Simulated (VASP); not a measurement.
# B4CCl6O (Cm) in VASP: density of states with PBE

Aim: the density of states of B4CCl6O with PBE.

All numbers are computed with VASP 6.6.1; they aren't measurements. Logs are shortened: lines on timing, memory, paths and dates and some standing lists are left out, and cuts for length are marked.

## Step 1: The cell of the first run

The typed cell holds 12 atoms: a = 6.974 Å, b = 6.974 Å, c = 6.974 Å, α = 107.43°, β = 107.43°, γ = 107.43°.

## Step 2: Density of states, PBE

POSCAR reads:

```
B4CCl6O
1.0
    5.6217840000      3.2457410000      2.5498900000
   -5.6217840000      3.2457410000      2.5498900000
    0.0000000000     -6.4914820000      2.5498900000
B C O Cl
4 1 1 6
Direct
    0.3011000000      0.3010000000      0.3011000000
    0.3183000000      0.3183000000      0.0671000000
    0.0671000000      0.3183000000      0.3183000000
    0.3183000000      0.0671000000      0.3183000000
    0.5047000000      0.5046000000      0.5047000000
    0.6484000000      0.6483000000      0.6484000000
    0.1182300000      0.1182400000      0.7982300000
    0.7982300000      0.1182300000      0.1182400000
    0.1182400000      0.7982300000      0.1182300000
    0.5373000000      0.5373000000      0.0806000000
    0.0806000000      0.5373000000      0.5373000000
    0.5373000000      0.0806000000      0.5373000000
```

INCAR.step1 reads:

```
PREC     = Accurate       # precision mode
ENCUT    = 520            # plane-wave cutoff, eV
EDIFF    = 1E-7           # SCF threshold, eV
ISMEAR   = -1             # smearing method
SIGMA    = 0.1            # smearing width, eV
LREAL    = False          # projectors in reciprocal space
LASPH    = True           # aspherical terms in the spheres
NELM     = 100            # most SCF steps
ALGO     = Normal         # electronic algorithm
ISIF     = 2              # what is computed and relaxed
LWAVE    = False          # write WAVECAR
LCHARG   = True           # write CHGCAR
GGA      = PE             # functional
NBANDS   = 44             # bands
```

KPOINTS.step1 reads:

```
Automatic mesh
0
Gamma
  4 4 4
```

INCAR.step2 reads:

```
PREC     = Accurate       # precision mode
ENCUT    = 520            # plane-wave cutoff, eV
EDIFF    = 1E-7           # SCF threshold, eV
ISMEAR   = -5             # smearing method
SIGMA    = 0.1            # smearing width, eV
LREAL    = False          # projectors in reciprocal space
LASPH    = True           # aspherical terms in the spheres
NELM     = 100            # most SCF steps
ALGO     = Normal         # electronic algorithm
ISIF     = 2              # what is computed and relaxed
LWAVE    = False          # write WAVECAR
LCHARG   = False          # write CHGCAR
GGA      = PE             # functional
LORBIT   = 11             # projections on sites
NBANDS   = 44             # bands
NEDOS    = 2001           # points of the DOS
ICHARG   = 11             # starting density
```

KPOINTS.step2 reads:

```
Automatic mesh
0
Gamma
  6 6 6
```

Potentials or basis: VASP PAW PBE potentials, release 64 (B, C, O, Cl).

Command:

```
cat potpaw_PBE.64/B/POTCAR potpaw_PBE.64/C/POTCAR potpaw_PBE.64/O/POTCAR potpaw_PBE.64/Cl/POTCAR > POTCAR
cp INCAR.step1 INCAR
cp KPOINTS.step1 KPOINTS
mpirun -np 1 vasp_std > vasp.out
cp INCAR.step2 INCAR
cp KPOINTS.step2 KPOINTS
mpirun -np 1 vasp_std > vasp.out
```

OUTCAR:

```text
PREC = Accurate
   ENCUT = 520
   EDIFF = 1E-7
   ISMEAR = -5
   LREAL = False
   LASPH = True
   NELM = 100
   ISIF = 2
   GGA = PE
   LORBIT = 11
   ICHARG = 11

 ion  position               nearest neighbor table
   1  0.301  0.301  0.301-   5 1.56   4 1.71   3 1.71   2 1.71
   2  0.318  0.318  0.067-   1 1.71  10 1.76   7 1.76
   3  0.067  0.318  0.318-   1 1.71  11 1.76   8 1.76
   4  0.318  0.067  0.318-   1 1.71  12 1.76   9 1.76
   5  0.505  0.505  0.505-   6 1.10   1 1.56
   6  0.648  0.648  0.648-   5 1.10
   7  0.118  0.118  0.798-   2 1.76
   8  0.798  0.118  0.118-   3 1.76
   9  0.118  0.798  0.118-   4 1.76
  10  0.537  0.537  0.081-   2 1.76
  11  0.081  0.537  0.537-   3 1.76
  12  0.537  0.081  0.537-   4 1.76

  LATTYP: Found a trigonal (rhomboedric) cell.
 ALAT       =     6.9743264186
 COS(alpha) =    -0.2994924675

  Lattice vectors:

 A1 = (   5.6217840000,   3.2457410000,   2.5498900000)
 A2 = (  -5.6217840000,   3.2457410000,   2.5498900000)
 A3 = (   0.0000000000,  -6.4914820000,   2.5498900000)

Analysis of symmetry for initial positions (statically):
=====================================================================
 Subroutine PRICEL returns:
 Original cell was already a primitive cell.

 Routine SETGRP: Setting up the symmetry group for a
 trigonal (rhombohedral) supercell.

 Subroutine GETGRP returns: Found  1 space group operations
 (whereof  1 operations were pure point group operations)
 out of a pool of 12 trial point group operations.

The static configuration has the point symmetry C_1 .

Analysis of symmetry for dynamics (positions and initial velocities):
=====================================================================
 Subroutine PRICEL returns:
 Original cell was already a primitive cell.

 Routine SETGRP: Setting up the symmetry group for a
 trigonal (rhombohedral) supercell.

 Subroutine GETGRP returns: Found  1 space group operations
 (whereof  1 operations were pure point group operations)
 out of a pool of 12 trial point group operations.

The dynamic configuration has the point symmetry C_1 .

 Subroutine INISYM returns: Found  1 space group operations
 (whereof  1 operations are pure point group operations),
 and found     1 'primitive' translations

----------------------------------------------------------------------------------------

                                     Primitive cell

  volume of cell :     279.1648

  direct lattice vectors                    reciprocal lattice vectors
     5.621784000  3.245741000  2.549890000     0.088939739  0.051349343  0.130724593
    -5.621784000  3.245741000  2.549890000    -0.088939739  0.051349343  0.130724593
     0.000000000 -6.491482000  2.549890000     0.000000000 -0.102698685  0.130724593

  length of vectors
     6.974326419  6.974326419  6.974329901     0.166240643  0.166240643  0.166240607

  position of ions in fractional coordinates (direct lattice)
     0.301100000  0.301000000  0.301100000
     0.318300000  0.318300000  0.067100000
     0.067100000  0.318300000  0.318300000
     0.318300000  0.067100000  0.318300000
     0.504700000  0.504600000  0.504700000
     0.648400000  0.648300000  0.648400000
     0.118230000  0.118240000  0.798230000
     0.798230000  0.118230000  0.118240000
     0.118240000  0.798230000  0.118230000
     0.537300000  0.537300000  0.080600000
     0.080600000  0.537300000  0.537300000
     0.537300000  0.080600000  0.537300000

  ion indices of the primitive-cell ions
   primitive index   ion index
                 1           1
                 2           2
                 3           3
                 4           4
                 5           5
                 6           6
                 7           7
                 8           8
                 9           9
                10          10
                11          11
                12          12

----------------------------------------------------------------------------------------

 KPOINTS: Automatic mesh

Automatic generation of k-mesh.
 Grid dimensions read from file:
 generate k-points for:    6    6    6

 Generating k-lattice:

  Cartesian coordinates                     Fractional coordinates (reciprocal lattice)
     0.014823290  0.008558224  0.021787432     0.166666667 -0.000000000  0.000000000
    -0.014823290  0.008558224  0.021787432    -0.000000000  0.166666667  0.000000000
     0.000000000 -0.017116448  0.021787432     0.000000000  0.000000000  0.166666667

  Length of vectors
     0.027706774  0.027706774  0.027706768

  Shift w.r.t. Gamma in fractional coordinates (k-lattice)
     0.000000000  0.000000000  0.000000000

 TETIRR: Found    648 inequivalent tetrahedra from     1296

 Subroutine IBZKPT returns following result:
 ===========================================

 Found    112 irreducible k-points:

 Following reciprocal coordinates:
            Coordinates               Weight
  0.000000  0.000000  0.000000      1.000000
  0.166667  0.000000 -0.000000      2.000000
  0.000000  0.166667 -0.000000      2.000000
 -0.000000 -0.000000  0.166667      2.000000
  0.333333  0.000000 -0.000000      2.000000
  0.000000  0.333333 -0.000000      2.000000
[... 16 lines left out ...]
 -0.166667  0.500000  0.000000      2.000000
  0.166667 -0.000000  0.500000      2.000000
 [... further k-points ...]
   k-points           NKPTS =    112   k-points in BZ     NKDIM =    112   number of bands    NBANDS=     44
   number of dos      NEDOS =   2001   number of ions     NIONS =     12
   total plane-waves  NPLWV = 157464
   dimension x,y,z NGX =    54 NGY =   54 NGZ =   54
   dimension x,y,z NGXF=   108 NGYF=  108 NGZF=  108
   ions per type =               4   1   1   6
   NGX,Y,Z   is equivalent  to a cutoff of  12.87, 12.87, 12.87 a.u.
   NGXF,Y,Z  is equivalent  to a cutoff of  25.74, 25.74, 25.74 a.u.
 SYSTEM =  unknown system
   PREC   = accura    normal or accurate (medium, high low for compatibility)
   ISTART =      0    job   : 0-new  1-cont  2-samecut
   ICHARG =     11    charge: 1-file 2-atom 10-const
   ISPIN  =      1    spin polarized calculation?
   LNONCOLLINEAR =      F non collinear calculations
   LSORBIT =      F    spin-orbit coupling
   LASPH  =      T    aspherical Exc in radial PAW
   ENCUT  =  520.0 eV  38.22 Ry    6.18 a.u.  12.97 12.97 12.97*2*pi/ulx,y,z
   NELM   =    100;   NELMIN=  2; NELMDL=  0     # of ELM steps
   EDIFF  = 0.1E-06   stopping-criterion for ELM
   LREAL  =      F    real-space projection
   EDIFFG = 0.1E-05   stopping-criterion for IOM
   NSW    =      0    number of steps for IOM
   IBRION =     -1    ionic relax: 0-MD 1-quasi-New 2-CG
   NFREE  =      0    steps in history (QN), initial steepest desc. (CG)
   ISIF   =      2    stress and relaxation
   ISYM   =      2    0-nonsym 1-usesym 2-fastsym
   POTIM  = 0.5000    time-step for ionic-motion
   TEBEG  =    0.0;   TEEND  =   0.0 temperature during run
   PSTRESS=    0.0 pullay stress
   NELECT =      64.0000    total number of electrons
   NUPDOWN=      -1.0000    fix difference up-down
   EMIN   =  10.00;   EMAX   =-10.00  energy-range for DOS
   EFERMI =   0.00;   METHOD = LEGACY
   ISMEAR =    -5;   SIGMA  =   0.10  broadening in eV -4-tet -1-fermi 0-gaus
   EFERMI_NEDOS =   21; number of points for ismear=-14 and -15
   IALGO  =     38    algorithm
   IMIX   =      4    mixing-type and parameters
     AMIX     =   0.40;   BMIX     =  1.00
     AMIX_MAG =   1.60;   BMIX_MAG =  1.00
  volume/ion in A,a.u.               =      23.26       156.99
  Fermi-wavevector in a.u.,A,eV,Ry     =   1.001954  1.893419 13.659058  1.003912
  Thomas-Fermi vector in A             =   2.134410
   LORBIT       =     11    0 simple, 1 ext, 2 COOP (PROOUT), +10 PAW based schemes
   GGA     = PE    functional components
   LHFCALC =     F    Hartree Fock is set to
   AEXX    =    0.0000 exact exchange contribution
   IVDW    =     0    specifies the selected vdW correction
   LEPSILON=     F    determine dielectric tensor
   LRPA    =     F    only Hartree local field effects (RPA)
 non-spin polarized calculation
 Fermi weights with tetrahedron method with Bloechl corrections
  energy-cutoff  :      520.00
  volume of cell :      279.16
 maximum number of plane-waves:      7570
 NGX is ok and might be reduce to    54

 number of electron      63.9999998 magnetization

 Free energy of the ion-electron system (eV)
  ---------------------------------------------------
  ext. energy  EPLUGINS =         0.00000000
  ---------------------------------------------------
  free energy    TOTEN  =       -60.09581380 eV

  energy without entropy =      -60.09581380  energy(sigma->0) =      -60.09581380

 E-fermi :  -1.3686     XC(G=0):  -7.4253

 val. band max:       -1.3812395515   @ k =   0.5000  -0.0000   0.5000
 cond. band min:       2.7200629680   @ k =   0.1667   0.3333   0.1667
 fundamental gap:      4.1013025195
 Fermi energy:        -1.3685938329

 k-point     1 :       0.0000    0.0000    0.0000
  band No.  band energies     occupation
      1     -25.0080      2.00000
      2     -16.2158      2.00000
      3     -15.9542      2.00000
      4     -15.9537      2.00000
      5     -15.1688      2.00000
      6     -15.1457      2.00000
[... 36 lines left out ...]
     43       7.3647      0.00000
     44       7.3666      0.00000

 k-point     2 :       0.1667    0.0000   -0.0000
  band No.  band energies     occupation
      1     -25.0078      2.00000
      2     -16.2007      2.00000
      3     -15.9642      2.00000
      4     -15.9610      2.00000
      5     -15.1895      2.00000
      6     -15.1355      2.00000
[... 1026 lines left out ...]
 k-point    24 :       0.1667   -0.0000    0.5000
  band No.  band energies     occupation
      1     -25.0079      2.00000
      2     -16.1340      2.00000
      3     -16.0125      2.00000
      4     -15.9850      2.00000
      5     -15.2362      2.00000
      6     -15.1157      2.00000
[... 36 lines left out ...]
     43       7.3118      0.00000
     44       7.5339      0.00000

 [... further k-points ...]

------------------------ aborting loop because EDIFF is reached ----------------------------------------

  FORCE on cell =-STRESS in cart. coord.  units (eV):
  Direction    XX          YY          ZZ          XY          YZ          ZX
  --------------------------------------------------------------------------------------
  -------------------------------------------------------------------------------------
  Total        0.7436597      0.7323727      4.8447471     -0.0097305      0.0031856     -0.0055224
  in kB        4.2679973      4.2032191     27.8048771     -0.0558453      0.0182829     -0.0316941
  external PRESSURE =      12.0920311 kB  Pullay stress =       0.0000000 kB

 VOLUME and BASIS-vectors are now :
 -----------------------------------------------------------------------------
  energy-cutoff  :      520.00
  volume of cell :      279.16
      direct lattice vectors                 reciprocal lattice vectors
     5.621784000  3.245741000  2.549890000     0.088939739  0.051349343  0.130724593
    -5.621784000  3.245741000  2.549890000    -0.088939739  0.051349343  0.130724593
     0.000000000 -6.491482000  2.549890000     0.000000000 -0.102698685  0.130724593

 POSITION                                       TOTAL-FORCE (eV/Angst)
 -----------------------------------------------------------------------------------
      0.00056     -0.00032      2.30306        -0.011065      0.006399      0.864574
      0.00000      1.63066      1.79436         0.001242      0.124396     -0.206197
     -1.41219     -0.81533      1.79436        -0.106995     -0.063473     -0.206202
      1.41219     -0.81533      1.79436         0.115855     -0.066754     -0.209631
      0.00056     -0.00032      3.86053        -0.000637      0.000368     -6.921214
      0.00056     -0.00032      4.95979        -0.000104      0.000060      5.971507
     -0.00006     -4.41418      2.63837        -0.000264     -0.120019      0.233335
      3.82281      2.20704      2.63837         0.103746      0.060336      0.233333
     -3.82276      2.20714      2.63837        -0.103232      0.059533      0.232238
      0.00000      2.96466      2.94563        -0.000371     -0.052540      0.002618
     -2.56747     -1.48233      2.94563         0.045259      0.026667      0.002625
      2.56747     -1.48233      2.94563        -0.043432      0.025028      0.003014
 -----------------------------------------------------------------------------------
    total drift:                                0.000039     -0.000023      0.000133

  FREE ENERGIE OF THE ION-ELECTRON SYSTEM (eV)
  ---------------------------------------------------
  free  energy   TOTEN  =       -60.0958138018 eV

  energy  without entropy=      -60.0958138018  energy(sigma->0) =      -60.09581380

 total charge

# of ion       s       p       d       tot
------------------------------------------
    1        0.704   1.448   0.000   2.152
    2        0.700   1.104   0.000   1.804
    3        0.700   1.104   0.000   1.804
    4        0.700   1.105   0.000   1.804
    5        1.004   1.676   0.000   2.680
    6        1.634   3.592   0.000   5.226
    7        1.603   3.554   0.000   5.157
    8        1.603   3.554   0.000   5.157
    9        1.603   3.555   0.000   5.157
   10        1.604   3.556   0.000   5.159
   11        1.604   3.556   0.000   5.159
   12        1.604   3.556   0.000   5.160
--------------------------------------------------
tot         15.059  31.360   0.000  46.419
```

Run time: 13 min. Hardware: 1 thread of Intel Xeon 6975P-C (Granite Rapids), shared host; peak memory 1.1 GiB.

What came out:

```
Valence electrons inside the program's atomic spheres : B 2.15, 1.80; C 2.68; O 5.23; Cl 5.16
```

Levels at points of the mesh, in eV from the valence-band top:
```
           k point  band 29  band 30  band 31  band 32  band 33  band 34  band 35  band 36
(0.00, 0.00, 0.00)    -0.47    -0.47    -0.15    -0.15     4.32     4.32     4.55     4.55
(0.50, 0.00, 0.00)    -0.50    -0.44    -0.12    -0.04     4.13     4.19     4.60     4.61
(0.00, 0.50, 0.00)    -0.50    -0.44    -0.12    -0.04     4.13     4.19     4.60     4.61
(0.00, 0.00, 0.50)    -0.50    -0.44    -0.12    -0.04     4.13     4.19     4.60     4.61
(0.50, 0.50, 0.00)    -0.48    -0.46    -0.17     0.00     4.16     4.23     4.52     4.58
(0.50, 0.00, 0.50)    -0.48    -0.46    -0.17     0.00     4.16     4.23     4.52     4.58
(0.00, 0.50, 0.50)    -0.48    -0.46    -0.17     0.00     4.16     4.23     4.52     4.58
(0.50, 0.50, 0.50)    -0.45    -0.45    -0.01    -0.01     4.29     4.29     4.67     4.67
```
